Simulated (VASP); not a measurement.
# MgS (F-43m) in VASP: settings compared, part 2 of 2

VASP 6.6.1. The steps go on from the part before.

## (3) Relaxation of cell and atoms, BLYP+D3(BJ)

Input file INCAR:

```
SYSTEM = MgS
PREC     = Accurate       ! precision mode
ENCUT    = 600            ! plane-wave cutoff, eV
EDIFF    = 1E-6           ! SCF threshold, eV
ISMEAR   = 0              ! smearing method
SIGMA    = 0.01           ! smearing width, eV
LREAL    = .FALSE.        ! projectors in reciprocal space
LASPH    = .TRUE.         ! aspherical terms in the spheres
NELM     = 100            ! most SCF steps
ALGO     = Normal         ! electronic algorithm
ISIF     = 3              ! what is computed and relaxed
LWAVE    = .FALSE.        ! write WAVECAR
LCHARG   = .FALSE.        ! write CHGCAR
GGA      = B5             ! functional
ALDAX    = 1.0          
AGGAX    = 1.0          
AGGAC    = 1.0          
ALDAC    = 0.0          
IVDW     = 12             ! dispersion correction
VDW_S6   = 1.0          
VDW_S8   = 2.6996       
VDW_A1   = 0.4298       
VDW_A2   = 4.2359       
IBRION   = 2              ! ionic algorithm
NSW      = 80             ! ionic steps
EDIFFG   = -0.03          ! ionic threshold
```

Input file KPOINTS:

```
Automatic mesh
0
G
  6 6 6
  0 0 0
```

Input file POSCAR:

```
MgS
1.0
    0.0000000000      2.8331200000      2.8331200000
    2.8331200000      0.0000000000      2.8331200000
    2.8331200000      2.8331200000      0.0000000000
Mg S
1 1
Direct
    0.0000000000      0.0000000000      0.0000000000
    0.7500000000      0.7500000000      0.7500000000
```

Potentials or basis: VASP PAW PBE potentials, release 64 (Mg, S).

Launch:

```
> cat potpaw_PBE.64/Mg/POTCAR potpaw_PBE.64/S/POTCAR > POTCAR
> mpirun -np 1 vasp_std > vasp.out
```

OUTCAR:

```text
SYSTEM = MgS
   PREC = Accurate
   ENCUT = 600
   EDIFF = 1E-6
   ISMEAR = 0
   LREAL = .FALSE.
   LASPH = .TRUE.
   NELM = 100
   ISIF = 3
   GGA = B5
   IVDW = 12
   IBRION = 2
   NSW = 80
   EDIFFG = -0.03
 IVDW          = 12

 ion  position               nearest neighbor table
   1  0.000  0.000  0.000-   2 2.45   2 2.45   2 2.45   2 2.45
   2  0.750  0.750  0.750-   1 2.45   1 2.45   1 2.45   1 2.45

  LATTYP: Found a face centered cubic cell.
 ALAT       =     5.6662400000

  Lattice vectors:

 A1 = (   0.0000000000,   2.8331200000,   2.8331200000)
 A2 = (   2.8331200000,   0.0000000000,   2.8331200000)
 A3 = (   2.8331200000,   2.8331200000,   0.0000000000)

Analysis of symmetry for initial positions (statically):
=====================================================================
 Subroutine PRICEL returns:
 Original cell was already a primitive cell.

 Routine SETGRP: Setting up the symmetry group for a
 face centered cubic supercell.

 Subroutine GETGRP returns: Found 24 space group operations
 (whereof 24 operations were pure point group operations)
 out of a pool of 48 trial point group operations.

The static configuration has the point symmetry T_d .

Analysis of symmetry for dynamics (positions and initial velocities):
=====================================================================
 Subroutine PRICEL returns:
 Original cell was already a primitive cell.

 Routine SETGRP: Setting up the symmetry group for a
 face centered cubic supercell.

 Subroutine GETGRP returns: Found 24 space group operations
 (whereof 24 operations were pure point group operations)
 out of a pool of 48 trial point group operations.

The dynamic configuration has the point symmetry T_d .

 Subroutine INISYM returns: Found 24 space group operations
 (whereof 24 operations are pure point group operations),
 and found     1 'primitive' translations

----------------------------------------------------------------------------------------

                                     Primitive cell

  volume of cell :      45.4805

  direct lattice vectors                    reciprocal lattice vectors
     0.000000000  2.833120000  2.833120000    -0.176483876  0.176483876  0.176483876
     2.833120000  0.000000000  2.833120000     0.176483876 -0.176483876  0.176483876
     2.833120000  2.833120000  0.000000000     0.176483876  0.176483876 -0.176483876

  length of vectors
     4.006636728  4.006636728  4.006636728     0.305679041  0.305679041  0.305679041

  position of ions in fractional coordinates (direct lattice)
     0.000000000  0.000000000  0.000000000
     0.750000000  0.750000000  0.750000000

  ion indices of the primitive-cell ions
   primitive index   ion index
                 1           1
                 2           2

----------------------------------------------------------------------------------------

 KPOINTS: Automatic mesh

Automatic generation of k-mesh.
 Grid dimensions read from file:
 generate k-points for:    6    6    6

 Generating k-lattice:

  Cartesian coordinates                     Fractional coordinates (reciprocal lattice)
    -0.029413979  0.029413979  0.029413979     0.166666667  0.000000000  0.000000000
     0.029413979 -0.029413979  0.029413979     0.000000000  0.166666667  0.000000000
     0.029413979  0.029413979 -0.029413979     0.000000000  0.000000000  0.166666667

  Length of vectors
     0.050946507  0.050946507  0.050946507

  Shift w.r.t. Gamma in fractional coordinates (k-lattice)
     0.000000000  0.000000000  0.000000000

 Subroutine IBZKPT returns following result:
 ===========================================

 Found     16 irreducible k-points:

 Following reciprocal coordinates:
            Coordinates               Weight
  0.000000  0.000000  0.000000      1.000000
  0.166667  0.000000  0.000000      8.000000
  0.333333  0.000000  0.000000      8.000000
  0.500000  0.000000  0.000000      4.000000
  0.166667  0.166667  0.000000      6.000000
  0.333333  0.166667  0.000000     24.000000
[... 8 lines left out ...]
 -0.333333  0.333333  0.166667     24.000000
 -0.333333  0.500000  0.166667     12.000000
   k-points           NKPTS =     16   k-points in BZ     NKDIM =     16   number of bands    NBANDS=      8
   number of dos      NEDOS =    301   number of ions     NIONS =      2
   total plane-waves  NPLWV =  32768
   dimension x,y,z NGX =    32 NGY =   32 NGZ =   32
   dimension x,y,z NGXF=    64 NGYF=   64 NGZF=   64
   ions per type =               1   1
   NGX,Y,Z   is equivalent  to a cutoff of  13.28, 13.28, 13.28 a.u.
   NGXF,Y,Z  is equivalent  to a cutoff of  26.56, 26.56, 26.56 a.u.
 SYSTEM =  MgS
   PREC   = accura    normal or accurate (medium, high low for compatibility)
   ISTART =      0    job   : 0-new  1-cont  2-samecut
   ICHARG =      2    charge: 1-file 2-atom 10-const
   ISPIN  =      1    spin polarized calculation?
   LNONCOLLINEAR =      F non collinear calculations
   LSORBIT =      F    spin-orbit coupling
   LASPH  =      T    aspherical Exc in radial PAW
   ENCUT  =  600.0 eV  44.10 Ry    6.64 a.u.   8.00  8.00  8.00*2*pi/ulx,y,z
   NELM   =    100;   NELMIN=  2; NELMDL= -5     # of ELM steps
   EDIFF  = 0.1E-05   stopping-criterion for ELM
   LREAL  =      F    real-space projection
   EDIFFG = -.3E-01   stopping-criterion for IOM
   NSW    =     80    number of steps for IOM
   IBRION =      2    ionic relax: 0-MD 1-quasi-New 2-CG
   NFREE  =      1    steps in history (QN), initial steepest desc. (CG)
   ISIF   =      3    stress and relaxation
   ISYM   =      2    0-nonsym 1-usesym 2-fastsym
   POTIM  = 0.5000    time-step for ionic-motion
   TEBEG  =    0.0;   TEEND  =   0.0 temperature during run
   PSTRESS=    0.0 pullay stress
   NELECT =       8.0000    total number of electrons
   NUPDOWN=      -1.0000    fix difference up-down
   EMIN   =  10.00;   EMAX   =-10.00  energy-range for DOS
   EFERMI =   0.00;   METHOD = LEGACY
   ISMEAR =     0;   SIGMA  =   0.01  broadening in eV -4-tet -1-fermi 0-gaus
   EFERMI_NEDOS =   21; number of points for ismear=-14 and -15
   IALGO  =     38    algorithm
   IMIX   =      4    mixing-type and parameters
     AMIX     =   0.40;   BMIX     =  1.00
     AMIX_MAG =   1.60;   BMIX_MAG =  1.00
  volume/ion in A,a.u.               =      22.74       153.46
  Fermi-wavevector in a.u.,A,eV,Ry     =   0.917269  1.733386 11.447693  0.841382
  Thomas-Fermi vector in A             =   2.042218
   LORBIT       =      0    0 simple, 1 ext, 2 COOP (PROOUT), +10 PAW based schemes
   GGA     = B5    functional components
   LHFCALC =     F    Hartree Fock is set to
   AEXX    =    0.0000 exact exchange contribution
   IVDW    =    12    specifies the selected vdW correction
   LEPSILON=     F    determine dielectric tensor
   LRPA    =     F    only Hartree local field effects (RPA)
 conjugate gradient relaxation of ions
 non-spin polarized calculation
 Gauss-broadening in eV      SIGMA  =   0.01
  energy-cutoff  :      600.00
  volume of cell :       45.48
 maximum number of plane-waves:      1527
   NGX = 17   NGY = 17   NGZ = 17

--------------------------------------- Ionic step        1  -------------------------------------------

 number of electron       8.0000000 magnetization

 Free energy of the ion-electron system (eV)
  ---------------------------------------------------
  ext. energy  EPLUGINS =         0.00000000
  ---------------------------------------------------
  free energy    TOTEN  =        -7.68791358 eV

  energy without entropy =       -7.68791358  energy(sigma->0) =       -7.68791358

------------------------ aborting loop because EDIFF is reached ----------------------------------------

 Edisp (eV)   -1.17457

 E8    (eV) :    -0.8291

  FORCE on cell =-STRESS in cart. coord.  units (eV):
  Direction    XX          YY          ZZ          XY          YZ          ZX
  --------------------------------------------------------------------------------------
  -------------------------------------------------------------------------------------
  Total      -0.72275    -0.72275    -0.72275     0.00000     0.00000     0.00000
  in kB     -25.46080   -25.46080   -25.46080     0.00000     0.00000     0.00000
  external pressure =      -25.46 kB  Pullay stress =        0.00 kB
[... 61 lines left out ...]
  energy  without entropy=       -8.8781600611  energy(sigma->0) =       -8.87816006

--------------------------------------- Ionic step        3  -------------------------------------------

 number of electron       7.9999999 magnetization

 Free energy of the ion-electron system (eV)
  ---------------------------------------------------
  ext. energy  EPLUGINS =         0.00000000
  ---------------------------------------------------
  free energy    TOTEN  =        -7.64188667 eV

  energy without entropy =       -7.64188667  energy(sigma->0) =       -7.64188667

 E-fermi :   1.7659     XC(G=0):  -8.0438

 val. band max:        1.6998326439   @ k =   0.0000   0.0000   0.0000
 cond. band min:       5.5235094484   @ k =   0.0000   0.0000   0.0000
 fundamental gap:      3.8236768044
 Fermi energy:         1.7659313192

 k-point     1 :       0.0000    0.0000    0.0000
  band No.  band energies     occupation
      1      -9.6842      2.00000
      2       1.6998      2.00000
      3       1.6998      2.00000
      4       1.6998      2.00000
      5       5.5235      0.00000
      6       9.8044      0.00000
      7       9.8044      0.00000
      8       9.8044      0.00000
[... 196 lines left out ...]
  FREE ENERGIE OF THE ION-ELECTRON SYSTEM (eV)
  ---------------------------------------------------
  free  energy   TOTEN  =        -8.8787830955 eV

  energy  without entropy=       -8.8787830955  energy(sigma->0) =       -8.87878310

 reached required accuracy - stopping structural energy minimisation
```

Run time: 46 s. Hardware: 1 thread of Intel Xeon 6975P-C, shared host; peak memory 0.19 GiB.

What came out:

```yaml
Free_energy: -8.8788 eV
Relaxed_volume: 21.75 Å³/atom
Relaxed_cell: a = 3.948 Å, b = 3.948 Å, c = 3.948 Å, α = 60.00°, β = 60.00°, γ = 60.00°
Space_group_after_relaxing_to_0.05_Å: F-43m (No. 216)
Energy_gained_by_relaxing: 8.1 meV/atom
Ionic_steps: 3
Pressure_after_relaxing: 0.0 GPa
Band_gap_on_the_k_mesh: 3.82 eV, direct
Dispersion_energy_per_atom: -0.618 eV
```

Step by step:
```csv
step,energy change (eV),largest force (eV/Å),pressure (GPa),volume (Å³)
1,0.0000,0.0000,-2.55,45.48
2,-0.0157,0.0000,0.55,43.14
3,-0.0163,0.0000,0.00,43.51
```

Final structure:
```
Mg S
1.0
     0.00000    2.79156    2.79156
     2.79156    0.00000    2.79156
     2.79156    2.79156    0.00000
Mg S
1 1
Direct
  0.00000 0.00000 0.00000
  0.75000 0.75000 0.75000
```

Caveat: the PAW data sets were made with another functional, which shifts forces and pressure a little.

## (4) Relaxation of cell and atoms, LDA

Input file INCAR:

```
PREC = Accurate
ENCUT = 600
EDIFF = 1E-6
ISMEAR = 0
SIGMA = 0.01
LREAL = F
LASPH = T
NELM = 100
ALGO = Normal
ISIF = 3
LWAVE = F
LCHARG = F
IBRION = 2
NSW = 80
EDIFFG = -0.03
```

Input file KPOINTS:

```
regular mesh
0
Gamma
  6 6 6
```

POSCAR is that of step 3.

Potentials or basis: VASP PAW LDA potentials, release 64 (Mg, S).

Launch:

```
> cat potpaw_LDA.64/Mg/POTCAR potpaw_LDA.64/S/POTCAR > POTCAR
> mpirun -np 1 vasp_std > vasp.out
```

Wall time 11 s (1 thread of Intel Xeon 6975P-C, shared host); peak memory 0.16 GiB.

The run converged. Its results:

```
Free energy                            : -9.3935 eV
Relaxed volume                         : 21.77 Å³/atom
Relaxed cell                           : a = 3.949 Å, b = 3.949 Å, c = 3.949 Å, α = 60.00°, β = 60.00°, γ = 60.00°
Space group after relaxing (to 0.05 Å) : F-43m (No. 216)
Energy gained by relaxing              : 7.8 meV/atom
Ionic steps                            : 3
Pressure after relaxing                : 0.0 GPa
Band gap on the k mesh                 : 3.40 eV, direct
```

The path:
| step | energy change (eV) | largest force (eV/Å) | pressure (GPa) | volume (Å³) |
| --- | --- | --- | --- | --- |
| 1 | 0.0000 | 0.0000 | -2.50 | 45.48 |
| 2 | -0.0151 | 0.0000 | 0.54 | 43.18 |
| 3 | -0.0157 | 0.0000 | 0.00 | 43.54 |

Final structure:
```cif
data_structure
_symmetry_space_group_name_H-M 'P 1'
_symmetry_Int_Tables_number 1
_cell_length_a 3.9489
_cell_length_b 3.9489
_cell_length_c 3.9489
_cell_angle_alpha 60.000
_cell_angle_beta 60.000
_cell_angle_gamma 60.000
_cell_volume 43.54
loop_
_atom_site_label
_atom_site_type_symbol
_atom_site_fract_x
_atom_site_fract_y
_atom_site_fract_z
_atom_site_occupancy
Mg1 Mg 0.00000 0.00000 0.00000 1
S1 S 0.75000 0.75000 0.75000 1
```

Levels at points of the mesh, in eV from the valence-band top:
| k point | band 2 | band 3 | band 4 | band 5 | band 6 | band 7 |
| --- | --- | --- | --- | --- | --- | --- |
| (0.00, 0.00, 0.00) | 0.00 | 0.00 | 0.00 | 3.40 | 7.87 | 7.87 |
| (0.50, 0.00, 0.00) | -3.36 | -0.35 | -0.35 | 5.02 | 7.52 | 7.52 |
| (0.50, 0.50, 0.00) | -3.00 | -1.11 | -1.11 | 3.62 | 5.48 | 11.29 |

A k mesh can miss the band edges. Expect the measured gap to be larger: semilocal functionals such as LDA lack the derivative discontinuity.

## (5) The runs side by side

```tsv
level	potentials or basis	gap on the mesh (eV)	pressure (GPa)	relaxed volume (Å³/atom)
PBEsol+D3(BJ)	VASP PAW PBE potentials, release 64 (Mg, S)	3.47	0.0	21.91
BLYP+D3(BJ)	VASP PAW PBE potentials, release 64 (Mg, S)	3.82	0.0	21.75
LDA	VASP PAW LDA potentials, release 64 (Mg, S)	3.40	0.0	21.77
```

Alike in all rows: task relaxation of cell and atoms; no spin polarisation; cell relaxed; k mesh 6 × 6 × 6; cutoff (eV) 600; smearing gaussian 0.01 eV.

Caveats: the PAW data sets were made with another functional, which shifts forces and pressure a little (some runs).

Total energies depend on the potentials used, so only differences within one code and one set of settings carry meaning.
